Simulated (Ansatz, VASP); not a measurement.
## One calculation of Ta3H, two programs

```
Ta H
1.0
     4.60022    0.00000    0.00000
    -2.30011    3.98391    0.00000
     0.00000    0.00000   22.40177
Ta H
6 2
Direct
  0.66667 0.33333 0.17856
  0.33333 0.66667 0.22047
  0.00000 0.00000 0.26239
  0.66667 0.33333 0.30168
  0.33333 0.66667 0.33854
  0.00000 0.00000 0.37505
  0.23345 0.66667 0.40942
  0.43322 0.66667 0.40942
```

Alike in both runs: task single point; functional LDA; k mesh 6 × 6 × 1; occupations gaussian, width 0.1 eV; no spin polarisation.

|  | VASP | Ansatz |
| --- | --- | --- |
| version | VASP 6.6.1 | Ansatz 0.2.0 |
| potentials or method | VASP PAW LDA potentials, release 64 (Ta_pv, H), cutoff 520 eV | scalar-relativistic, plane waves, PAW |
| valence electrons in the cell | 68 | 80 |

```tsv
	VASP	Ansatz	Ansatz less VASP
gap on the k mesh at the Fermi level (eV)	none	none	-
rms of the force components (eV/Å)	1.476	1.462	-0.0140
```

Ansatz warns that its potentials were made for another functional, while VASP's fit it. LDA's correlation is that of Perdew and Zunger in VASP and of Perdew and Wang (1992) in Ansatz. Atom by atom the forces differ by 0.027 eV/Å (rms over components). A gap of «none» marks a metal or a gap that the smearing closes. VASP's potentials hold 68 valence electrons a cell and Ansatz's 80, so a difference there can come from the potentials and not from the codes. Ansatz's warnings: xc potential rough in thin density.

Neither program's run includes spin-orbit coupling.
